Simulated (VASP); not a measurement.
Wanted: the native input for a VASP 6.6.1 run.

| Quantity | Value |
| --- | --- |
| Task | single point |
| Functional | PBEsol |
| Potentials or basis | VASP PAW PBE potentials, release 64 (Ti_sv) |
| Cutoff | 520 eV |
| k mesh | 18 × 18 × 10 |
| Occupations | gaussian, width 0.15 eV |
| Spin | no spin polarisation |
| Dipole correction | no |
| Further INCAR settings | ALGO = Fast; EDIFF = 1e-06; NBANDS = 19 |

The structure of Ti lies in POSCAR:

```
Ti
1.0
    2.9057478925      0.0000000000      0.0000000000
   -1.4528739462      2.5164514919      0.0000000000
    0.0000000000      0.0000000000      4.7562900000
Ti
2
Direct
    0.3333333333      0.6666666667      0.2500000000
    0.6666666667      0.3333333333      0.7500000000
```

This cell differs from its parent crystal: strain -0.015 along x and y, +0.015 along z.

One way to write it, as run:

INCAR

```
SYSTEM = Ti
PREC = Accurate
ENCUT = 520
EDIFF = 1E-6
ISMEAR = 0
SIGMA = 0.15
LREAL = .False.
LASPH = .True.
NELM = 60
ALGO = Fast
ISIF = 2
LWAVE = .False.
LCHARG = .False.
GGA = PS
NBANDS = 19
```

KPOINTS

```
Automatic mesh
0
Gamma
  18 18 10
  0 0 0
```

Potentials or basis: VASP PAW PBE potentials, release 64 (Ti_sv).

Launch:

```sh
$ cat potpaw_PBE.64/Ti_sv/POTCAR > POTCAR
$ mpirun -np 1 vasp_std > vasp.out
```

It gave:

```json
{
  "Pressure": "-4.5 GPa",
  "Band gap on the k mesh": "zero (bands 12 and 13 overlap by 1.03 eV)"
}
```

Caveat: the cell differs from its parent crystal (strain -0.015 along x and y, +0.015 along z); the cell stands under tension; the PAW data sets were made with another functional, which shifts forces and pressure a little.

Wall time 6 min on 1 thread of Intel(R) Xeon(R) Platinum 8259CL CPU @ 2.50GHz (Skylake/Cascade Lake), with other jobs on the host, peak memory 0.24 GiB.
